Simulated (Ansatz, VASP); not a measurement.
TaC2: VASP beside Ansatz

```
Ta C
1.0
    -1.78617    1.78617    2.98391
     1.78617   -1.78617    2.98391
     1.78617    1.78617   -2.98391
Ta C
1 2
Direct
  0.00000 0.00000 0.00000
  0.40300 0.40300 0.00000
  0.59700 0.59700 0.00000
```

Change from the starting cell: species swapped into the LaC2 type (I4/mmm, No. 139).

Alike in both runs: task relaxation of cell and atoms; functional PBE; k mesh 6 × 6 × 6; occupations gaussian, width 0.1 eV; no spin polarisation.

|  | VASP | Ansatz |
| --- | --- | --- |
| version | VASP 6.6.1 | Ansatz 0.2.0 |
| potentials or method | VASP PAW PBE potentials, release 64 (Ta_pv, C), cutoff 600 eV | scalar-relativistic, plane waves, PAW |
| valence electrons in the cell | 19 | 21 |

```csv
,VASP,Ansatz,Ansatz less VASP
"gap on the k mesh at the Fermi level, each at its own relaxed structure (eV)",none,none,-
relaxed volume (Å³/atom),9.92,9.90,-0.016
relaxed cell length with the largest relative difference (Å),3.722,3.724,+0.0022
```

A gap of «none» marks a metal or a gap that the smearing closes. VASP's potentials hold 19 valence electrons a cell and Ansatz's 21, so a difference there can come from the potentials and not from the codes.

The k mesh is coarse, so the values compare programs but aren't converged. Spin-orbit coupling is off throughout. Noted on VASP's run: the volume moved by over 15 % at a fixed basis, so the end points are rough.
